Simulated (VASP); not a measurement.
# SiC (P6_3mc) in VASP: a series of runs

Runs on SiC. Level: PBE. Tasks: single point.

Everything below comes from runs of VASP 6.6.1. Logs are shortened: lines on timing, memory, paths and dates and some standing lists are left out, and cuts for length are marked.

## (1) The cell of the first run

It takes space group P6_3mc (No. 186, hexagonal). The conventional cell has a = 3.014 Å, b = 3.014 Å, c = 5.067 Å, α = 90.00°, β = 90.00°, γ = 120.00°. Within 2.5 Å of Si (site symmetry 3m) lie 4 C at 1.85 to 1.89 Å. C (site symmetry 3m) has 4 Si at 1.85 to 1.89 Å within 2.5 Å.

## (2) Single point, PBE (epitaxial xy strain -2.0%)

INCAR reads:

```
PREC = Accurate ; ENCUT = 520
EDIFF = 1E-6 ; ISMEAR = 0
SIGMA = 0.01 ; LREAL = False
LASPH = True ; NELM = 60
ALGO = Normal ; ISIF = 2
LWAVE = False ; LCHARG = True
GGA = PE ; LELF = True
LVHAR = True ; NBANDS = 16
```

KPOINTS reads:

```
Automatic mesh
0
Gamma
  6 6 4
```

POSCAR reads:

```
SiC
1.0
    3.0138491144      0.0000000000      0.0000000000
   -1.5069245572      2.6100698963      0.0000000000
    0.0000000000      0.0000000000      5.0666883860
Si C
2 2
Direct
    0.3333333333      0.6666666667      0.0008831814
    0.6666666667      0.3333333333      0.5008831814
    0.3333333333      0.6666666667      0.3741168186
    0.6666666667      0.3333333333      0.8741168186
```

Potentials or basis: VASP PAW PBE potentials, release 64 (Si, C).

The run is started by

```bash
$ cat potpaw_PBE.64/Si/POTCAR potpaw_PBE.64/C/POTCAR > POTCAR
$ mpirun -np 1 vasp_std > vasp.out
```

OUTCAR:

```text
PREC = Accurate
   ENCUT = 520
   EDIFF = 1E-6
   ISMEAR = 0
   LREAL = False
   LASPH = True
   NELM = 60
   ISIF = 2
   GGA = PE

 ion  position               nearest neighbor table
   1  0.333  0.667  0.001-   4 1.85   4 1.85   4 1.85   3 1.89   2 3.07   2 3.07   2 3.07   2 3.07
                             2 3.07   2 3.07
   2  0.667  0.333  0.501-   3 1.85   3 1.85   3 1.85   4 1.89   1 3.07   1 3.07   1 3.07   1 3.07
                             1 3.07   1 3.07
   3  0.333  0.667  0.374-   2 1.85   2 1.85   2 1.85   1 1.89
   4  0.667  0.333  0.874-   1 1.85   1 1.85   1 1.85   2 1.89

  LATTYP: Found a hexagonal cell.
 ALAT       =     3.0138491144
 C/A-ratio  =     1.6811353833

  Lattice vectors:

 A1 = (   3.0138491144,   0.0000000000,   0.0000000000)
 A2 = (  -1.5069245572,   2.6100698963,   0.0000000000)
 A3 = (   0.0000000000,   0.0000000000,   5.0666883860)

Analysis of symmetry for initial positions (statically):
=====================================================================
 Subroutine PRICEL returns:
 Original cell was already a primitive cell.

 Routine SETGRP: Setting up the symmetry group for a
 hexagonal supercell.

 Subroutine GETGRP returns: Found 12 space group operations
 (whereof  6 operations were pure point group operations)
 out of a pool of 24 trial point group operations.

The static configuration has the point symmetry C_3v.
 The point group associated with its full space group is C_6v.

Analysis of symmetry for dynamics (positions and initial velocities):
=====================================================================
 Subroutine PRICEL returns:
 Original cell was already a primitive cell.

 Routine SETGRP: Setting up the symmetry group for a
 hexagonal supercell.

 Subroutine GETGRP returns: Found 12 space group operations
 (whereof  6 operations were pure point group operations)
 out of a pool of 24 trial point group operations.

The dynamic configuration has the point symmetry C_3v.
 The point group associated with its full space group is C_6v.

 Subroutine INISYM returns: Found 12 space group operations
 (whereof  6 operations are pure point group operations),
 and found     1 'primitive' translations

----------------------------------------------------------------------------------------

                                     Primitive cell

  volume of cell :      39.8564

  direct lattice vectors                    reciprocal lattice vectors
     3.013849114  0.000000000  0.000000000     0.331801614  0.191565751  0.000000000
    -1.506924557  2.610069896  0.000000000     0.000000000  0.383131502  0.000000000
     0.000000000  0.000000000  5.066688386     0.000000000  0.000000000  0.197367575

  length of vectors
     3.013849114  3.013849114  5.066688386     0.383131502  0.383131502  0.197367575

  position of ions in fractional coordinates (direct lattice)
     0.333333333  0.666666667  0.000883181
     0.666666667  0.333333333  0.500883181
     0.333333333  0.666666667  0.374116819
     0.666666667  0.333333333  0.874116819

  ion indices of the primitive-cell ions
   primitive index   ion index
                 1           1
                 2           2
                 3           3
                 4           4

----------------------------------------------------------------------------------------

 KPOINTS: Automatic mesh

Automatic generation of k-mesh.
 Grid dimensions read from file:
 generate k-points for:    6    6    4

 Generating k-lattice:

  Cartesian coordinates                     Fractional coordinates (reciprocal lattice)
     0.055300269  0.031927625  0.000000000     0.166666667  0.000000000  0.000000000
     0.000000000  0.063855250  0.000000000     0.000000000  0.166666667  0.000000000
     0.000000000  0.000000000  0.049341894     0.000000000  0.000000000  0.250000000

  Length of vectors
     0.063855250  0.063855250  0.049341894

  Shift w.r.t. Gamma in fractional coordinates (k-lattice)
     0.000000000  0.000000000  0.000000000

 Subroutine IBZKPT returns following result:
 ===========================================

 Found     21 irreducible k-points:

 Following reciprocal coordinates:
            Coordinates               Weight
  0.000000  0.000000  0.000000      1.000000
  0.166667 -0.000000  0.000000      6.000000
  0.333333 -0.000000  0.000000      6.000000
  0.500000 -0.000000  0.000000      3.000000
  0.166667  0.166667  0.000000      6.000000
  0.333333  0.166667  0.000000     12.000000
[... 13 lines left out ...]
  0.333333  0.166667  0.500000     12.000000
  0.333333  0.333333  0.500000      2.000000
   k-points           NKPTS =     21   k-points in BZ     NKDIM =     21   number of bands    NBANDS=     16
   number of dos      NEDOS =    301   number of ions     NIONS =      4
   total plane-waves  NPLWV =  23040
   dimension x,y,z NGX =    24 NGY =   24 NGZ =   40
   dimension x,y,z NGXF=    48 NGYF=   48 NGZF=   80
   ions per type =               2   2
   NGX,Y,Z   is equivalent  to a cutoff of  13.24, 13.24, 13.12 a.u.
   NGXF,Y,Z  is equivalent  to a cutoff of  26.48, 26.48, 26.25 a.u.
 SYSTEM =  unknown system
   PREC   = accura    normal or accurate (medium, high low for compatibility)
   ISTART =      0    job   : 0-new  1-cont  2-samecut
   ICHARG =      2    charge: 1-file 2-atom 10-const
   ISPIN  =      1    spin polarized calculation?
   LNONCOLLINEAR =      F non collinear calculations
   LSORBIT =      F    spin-orbit coupling
   LASPH  =      T    aspherical Exc in radial PAW
   ENCUT  =  520.0 eV  38.22 Ry    6.18 a.u.   5.60  5.60  9.42*2*pi/ulx,y,z
   NELM   =     60;   NELMIN=  2; NELMDL= -5     # of ELM steps
   EDIFF  = 0.1E-05   stopping-criterion for ELM
   LREAL  =      F    real-space projection
   EDIFFG = 0.1E-04   stopping-criterion for IOM
   NSW    =      0    number of steps for IOM
   IBRION =     -1    ionic relax: 0-MD 1-quasi-New 2-CG
   NFREE  =      0    steps in history (QN), initial steepest desc. (CG)
   ISIF   =      2    stress and relaxation
   ISYM   =      2    0-nonsym 1-usesym 2-fastsym
   POTIM  = 0.5000    time-step for ionic-motion
   TEBEG  =    0.0;   TEEND  =   0.0 temperature during run
   PSTRESS=    0.0 pullay stress
   NELECT =      16.0000    total number of electrons
   NUPDOWN=      -1.0000    fix difference up-down
   EMIN   =  10.00;   EMAX   =-10.00  energy-range for DOS
   EFERMI =   0.00;   METHOD = LEGACY
   ISMEAR =     0;   SIGMA  =   0.01  broadening in eV -4-tet -1-fermi 0-gaus
   EFERMI_NEDOS =   21; number of points for ismear=-14 and -15
   IALGO  =     38    algorithm
   IMIX   =      4    mixing-type and parameters
     AMIX     =   0.40;   BMIX     =  1.00
     AMIX_MAG =   1.60;   BMIX_MAG =  1.00
  volume/ion in A,a.u.               =       9.96        67.24
  Fermi-wavevector in a.u.,A,eV,Ry     =   1.207672  2.282169 19.843701  1.458471
  Thomas-Fermi vector in A             =   2.343302
   LORBIT       =      0    0 simple, 1 ext, 2 COOP (PROOUT), +10 PAW based schemes
   GGA     = PE    functional components
   LHFCALC =     F    Hartree Fock is set to
   AEXX    =    0.0000 exact exchange contribution
   IVDW    =     0    specifies the selected vdW correction
   LEPSILON=     F    determine dielectric tensor
   LRPA    =     F    only Hartree local field effects (RPA)
 non-spin polarized calculation
 Gauss-broadening in eV      SIGMA  =   0.01
  energy-cutoff  :      520.00
  volume of cell :       39.86
 maximum number of plane-waves:      1099
 NGX is ok and might be reduce to    24
   NGX = 11   NGY = 11   NGZ = 19

 number of electron      15.9999999 magnetization

 Free energy of the ion-electron system (eV)
  ---------------------------------------------------
  ext. energy  EPLUGINS =         0.00000000
  ---------------------------------------------------
  free energy    TOTEN  =       -29.99232840 eV

  energy without entropy =      -29.99232840  energy(sigma->0) =      -29.99232840

 E-fermi :   8.8131     XC(G=0): -11.5150

 val. band max:        8.7637836261   @ k =   0.0000   0.0000   0.0000
 cond. band min:      10.7717383944   @ k =   0.3333   0.3333   0.0000
 fundamental gap:      2.0079547682
 Fermi energy:         8.8130633328

 k-point     1 :       0.0000    0.0000    0.0000
  band No.  band energies     occupation
      1      -7.1796      2.00000
      2      -3.6528      2.00000
      3      -0.3073      2.00000
      4       7.5378      2.00000
      5       7.5378      2.00000
      6       8.3937      2.00000
[... 8 lines left out ...]
     15      17.9962      0.00000
     16      20.1999      0.00000

 k-point     2 :       0.1667   -0.0000    0.0000
  band No.  band energies     occupation
      1      -6.6766      2.00000
      2      -3.2228      2.00000
      3       0.1591      2.00000
      4       5.2973      2.00000
      5       6.8163      2.00000
      6       7.1479      2.00000
[... 8 lines left out ...]
     15      18.5641      0.00000
     16      18.9312      0.00000

 k-point     3 :       0.3333   -0.0000    0.0000
  band No.  band energies     occupation
      1      -5.2352      2.00000
      2      -2.1658      2.00000
      3       1.1444      2.00000
      4       2.3044      2.00000
      5       4.2325      2.00000
      6       5.8304      2.00000
[... 8 lines left out ...]
     15      19.9531      0.00000
     16      21.1806      0.00000

 k-point     4 :       0.5000   -0.0000    0.0000
  band No.  band energies     occupation
      1      -3.6557      2.00000
      2      -2.2187      2.00000
      3       0.7548      2.00000
      4       2.1947      2.00000
      5       3.1235      2.00000
      6       5.2703      2.00000
[... 8 lines left out ...]
     15      18.9830      0.00000
     16      21.5182      0.00000
[... 267 lines left out ...]
 k-point    19 :       0.1667    0.1667    0.5000
  band No.  band energies     occupation
      1      -4.5667      2.00000
      2      -4.5667      2.00000
      3       3.3321      2.00000
      4       3.3321      2.00000
      5       5.5339      2.00000
      6       5.5339      2.00000
[... 8 lines left out ...]
     15      19.2310      0.00000
     16      19.2310      0.00000

 k-point    20 :       0.3333    0.1667    0.5000
  band No.  band energies     occupation
      1      -2.9904      2.00000
      2      -2.9904      2.00000
      3       1.1157      2.00000
      4       1.1157      2.00000
      5       4.5299      2.00000
      6       4.5299      2.00000
[... 8 lines left out ...]
     15      20.9493      0.00000
     16      20.9493      0.00000

 k-point    21 :       0.3333    0.3333    0.5000
  band No.  band energies     occupation
      1      -2.1546      2.00000
      2      -2.1546      2.00000
      3       0.8917      2.00000
      4       0.8917      2.00000
      5       2.8564      2.00000
      6       2.8564      2.00000
[... 8 lines left out ...]
     15      20.6692      0.00000
     16      20.6692      0.00000

------------------------ aborting loop because EDIFF is reached ----------------------------------------

  FORCE on cell =-STRESS in cart. coord.  units (eV):
  Direction    XX          YY          ZZ          XY          YZ          ZX
  --------------------------------------------------------------------------------------
  -------------------------------------------------------------------------------------
  Total        4.2323826      4.2323826      0.8829557      0.0000000      0.0000000      0.0000000
  in kB      170.1365673    170.1365673     35.4937297      0.0000000      0.0000000      0.0000000
  external PRESSURE =     125.2556214 kB  Pullay stress =       0.0000000 kB

 VOLUME and BASIS-vectors are now :
 -----------------------------------------------------------------------------
  energy-cutoff  :      520.00
  volume of cell :       39.86
      direct lattice vectors                 reciprocal lattice vectors
     3.013849114  0.000000000  0.000000000     0.331801614  0.191565751  0.000000000
    -1.506924557  2.610069896  0.000000000     0.000000000  0.383131502  0.000000000
     0.000000000  0.000000000  5.066688386     0.000000000  0.000000000  0.197367575

 POSITION                                       TOTAL-FORCE (eV/Angst)
 -----------------------------------------------------------------------------------
     -0.00000      1.74005      0.00447         0.000000      0.000000      0.024529
      1.50692      0.87002      2.53782         0.000000      0.000000      0.024529
     -0.00000      1.74005      1.89553         0.000000      0.000000     -0.024529
      1.50692      0.87002      4.42888        -0.000000     -0.000000     -0.024529
 -----------------------------------------------------------------------------------
    total drift:                                0.000000      0.000000      0.000101

  FREE ENERGIE OF THE ION-ELECTRON SYSTEM (eV)
  ---------------------------------------------------
  free  energy   TOTEN  =       -29.9923283993 eV

  energy  without entropy=      -29.9923283993  energy(sigma->0) =      -29.99232840
```

Wall time 16 s (1 thread of Intel Xeon 8259CL, shared host); peak memory 0.15 GiB.

Results:

- Free energy: -29.9923 eV
- Pressure: 12.5 GPa
- Largest force: 0.025 eV/Å
- Band gap on the k mesh: 2.01 eV, indirect (least direct gap 4.23 eV)

Forces on the atoms (eV/Å):
```
Si   0.000  0.000  0.025
Si   0.000  0.000  0.025
C    0.000  0.000 -0.025
C    0.000  0.000 -0.025
```

Caveat: the cell differs from its parent crystal (epitaxial xy strain -2.0%).

## (3) Single point, PBE (epitaxial xy strain -1.0%)

INCAR reads:

```
PREC     = Accurate       # precision mode
ENCUT    = 520            # plane-wave cutoff, eV
EDIFF    = 1E-6           # SCF threshold, eV
ISMEAR   = 0              # smearing method
SIGMA    = 0.01           # smearing width, eV
LREAL    = False          # projectors in reciprocal space
LASPH    = True           # aspherical terms in the spheres
NELM     = 80             # most SCF steps
ALGO     = Normal         # electronic algorithm
ISIF     = 2              # what is computed and relaxed
LWAVE    = False          # write WAVECAR
LCHARG   = False          # write CHGCAR
GGA      = PE             # functional
NBANDS   = 16             # bands
```

KPOINTS is that of step 2.

POSCAR reads:

```
SiC
1.0
    3.0446026768      0.0000000000      0.0000000000
   -1.5223013384      2.6367032626      0.0000000000
    0.0000000000      0.0000000000      5.0572608845
Si C
2 2
Direct
    0.3333333333      0.6666666667      0.0002115789
    0.6666666667      0.3333333333      0.5002115789
    0.3333333333      0.6666666667      0.3747884211
    0.6666666667      0.3333333333      0.8747884211
```

Potentials or basis: VASP PAW PBE potentials, release 64 (Si, C).

The run is started by

```bash
$ cat potpaw_PBE.64/Si/POTCAR potpaw_PBE.64/C/POTCAR > POTCAR
$ mpirun -np 1 vasp_std > vasp.out
```

Wall time 17 s (1 thread of Intel Xeon 8259CL, shared host); peak memory 0.15 GiB.

The run converged. Its results:

```
Free energy            : -30.0593 eV
Pressure               : 7.8 GPa
Largest force          : 0.009 eV/Å
Band gap on the k mesh : 2.14 eV, indirect (least direct gap 4.10 eV)
```

Forces in eV/Å, atoms in the order of the input:
```
Si   0.000  0.000  0.009
Si   0.000  0.000  0.009
C    0.000  0.000 -0.009
C    0.000  0.000 -0.009
```

Stress tensor (GPa, compression positive):
```
10.02  0.00  0.00
 0.00 10.02  0.00
 0.00  0.00  3.38
```

Levels at points of the mesh, in eV from the valence-band top:
| k point | band 4 | band 5 | band 6 | band 7 | band 8 | band 9 | band 10 | band 11 | band 12 | band 13 |
| --- | --- | --- | --- | --- | --- | --- | --- | --- | --- | --- |
| (0.00, 0.00, 0.00) | -1.27 | -1.27 | -0.23 | 0.00 | 0.00 | 5.12 | 6.15 | 6.84 | 6.84 | 7.88 |
| (0.50, 0.00, 0.00) | -6.43 | -5.53 | -3.39 | -3.32 | -1.23 | 2.87 | 4.12 | 7.00 | 7.19 | 9.97 |
| (0.00, 0.00, 0.50) | -4.62 | -0.69 | -0.69 | -0.69 | -0.69 | 6.17 | 6.17 | 7.51 | 7.51 | 7.51 |
| (0.50, 0.00, 0.50) | -8.38 | -2.46 | -2.46 | -2.45 | -2.45 | 3.25 | 3.25 | 5.27 | 5.27 | 10.43 |

Caveat: the cell differs from its parent crystal (epitaxial xy strain -1.0%).

(Continued in part 2 of 2.)
